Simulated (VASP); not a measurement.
Set up this calculation in VASP 6.6.1, as the native input.

* Task: single point
* Functional: PBE
* Potentials or basis: VASP PAW PBE potentials, release 64 (Si, Co)
* Cutoff: 520 eV
* k mesh: 12 × 12 × 12
* Occupations: gaussian, width 0.1 eV
* Spin: collinear spin, ferromagnetic start
* Starting moments: [0.0, 0.0, 0.0, 2.0] μB
* Dipole correction: no
* Further INCAR settings: ALGO = Normal; EDIFF = 1e-07; NBANDS = 22

The structure of CoSi3 lies in POSCAR:

```
CoSi3
1.0
    0.0000000000      3.0435096802      3.0435096802
    3.0435096802      0.0000000000      3.0435096802
    3.0435096802      3.0435096802      0.0000000000
Si Co
3 1
Direct
    0.2500000000      0.2500000000      0.2500000000
    0.7500000000      0.7500000000      0.7500000000
    0.5000000000      0.5000000000      0.5000000000
    0.0000000000      0.0000000000      0.0000000000
```

These files were run (other wordings do the same):

INCAR

```
PREC = Accurate ; ENCUT = 520
EDIFF = 1E-7 ; ISMEAR = 0
SIGMA = 0.1 ; LREAL = False
LASPH = True ; NELM = 150
ALGO = Normal ; ISIF = 2
LWAVE = False ; LCHARG = False
ISPIN = 2 ; MAGMOM = 0 0 0 2
LORBIT = 11 ; LMAXMIX = 4
GGA = PE ; NBANDS = 22
```

KPOINTS

```
regular mesh
0
Gamma
  12 12 12
```

Potentials or basis: VASP PAW PBE potentials, release 64 (Si, Co).

Launch:

```console
$ cat potpaw_PBE.64/Si/POTCAR potpaw_PBE.64/Co/POTCAR > POTCAR
$ mpirun -np 1 vasp_std > vasp.out
```

It gave:

| Property | Result |
| --- | --- |
| Pressure | -10.2 GPa |
| Net moment | 0.11 μB per cell |
| Site moments | Si -0.00, +0.00; Co +0.12 μB |
| Valence electrons inside the program's atomic spheres | Si 1.53; Co 8.13 |

Run time: 5.2 min on 1 thread of Intel Xeon 8259CL (shared host), peak memory 0.29 GiB.
